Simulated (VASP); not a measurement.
The system is CO2.

```xyz
12
Lattice="5.7132 0.0000 0.0000 0.0000 5.7132 0.0000 0.0000 0.0000 5.7132" Properties=species:S:1:pos:R:3 pbc="T T T"
C     0.0000    0.0000    0.0000
C     2.8566    0.0000    2.8566
C     2.8566    2.8566    0.0000
C     0.0000    2.8566    2.8566
O     0.6749    0.6749    0.6749
O     2.1818    5.0384    3.5315
O     3.5315    2.1818    5.0384
O     5.0384    3.5315    2.1818
O     5.0384    5.0384    5.0384
O     3.5315    0.6749    2.1818
O     2.1818    3.5315    0.6749
O     0.6749    2.1818    3.5315
```

| Quantity | Value |
| --- | --- |
| Program | VASP 6.6.1 |
| Task | relaxation of cell and atoms |
| Functional | LDA |
| Potentials or basis | VASP PAW LDA potentials, release 64 (C, O) |
| Cutoff | 600 eV |
| k mesh | 4 × 4 × 4 |
| Occupations | gaussian, width 0.02 eV |
| Spin | no spin polarisation |

At the start: pressure -2.1 GPa; volume 15.54 Å³/atom.

Question: Where does the relaxation end?

Answer: Over 17 steps the energy falls by 33.7 meV/atom and the volume is 11.96 Å³/atom (-23.0 %); space group Pa-3 (No. 205, to 0.1 Å) before and after.

The path:
| step | energy change (eV) | largest force (eV/Å) | pressure (GPa) | volume (Å³) |
| --- | --- | --- | --- | --- |
| 1 | 0.0000 | 0.0323 | -2.08 | 186.48 |
| 2 | 0.0012 | 1.3904 | 1.75 | 181.09 |
| 3 | -0.0178 | 0.6550 | -0.25 | 183.80 |
| 4 | -0.0369 | 0.6515 | -0.25 | 182.29 |
| 5 | -0.0932 | 0.6466 | -0.21 | 177.81 |
| 6 | -0.1984 | 0.6681 | 0.06 | 169.06 |
| 7 | -0.3489 | 0.8296 | 1.61 | 152.43 |
| 8 | -0.0162 | 1.5967 | 11.64 | 122.52 |
| 9 | -0.3306 | 1.4328 | 4.40 | 145.71 |
| 10 | -0.3698 | 0.9860 | 3.15 | 144.31 |
| 11 | -0.3972 | 0.2599 | -0.38 | 140.22 |
| 12 | -0.4025 | 0.0829 | 0.61 | 141.36 |
| 13 | -0.4025 | 0.1091 | 0.68 | 141.45 |
| 14 | -0.4029 | 0.1055 | 0.63 | 141.67 |
| 15 | -0.4039 | 0.0948 | 0.50 | 142.32 |
| 16 | -0.4046 | 0.0744 | 0.23 | 143.64 |
| 17 | -0.4049 | 0.0049 | -0.03 | 143.56 |

Final structure:
```xyz
12
Lattice="5.2362 0.0000 0.0000 0.0000 5.2362 0.0000 0.0000 0.0000 5.2362" Properties=species:S:1:pos:R:3 pbc="T T T"
C     0.0000    5.2362    0.0000
C     2.6181    5.2362    2.6181
C     2.6181    2.6181    0.0000
C     0.0000    2.6181    2.6181
O     0.6737    0.6737    0.6737
O     1.9444    4.5625    3.2917
O     3.2917    1.9444    4.5625
O     4.5625    3.2917    1.9444
O     4.5625    4.5625    4.5625
O     3.2917    0.6737    1.9444
O     1.9444    3.2917    0.6737
O     0.6737    1.9444    3.2917
```

Caveat: the volume moved by over 15 % at a fixed basis, so the end points are rough.
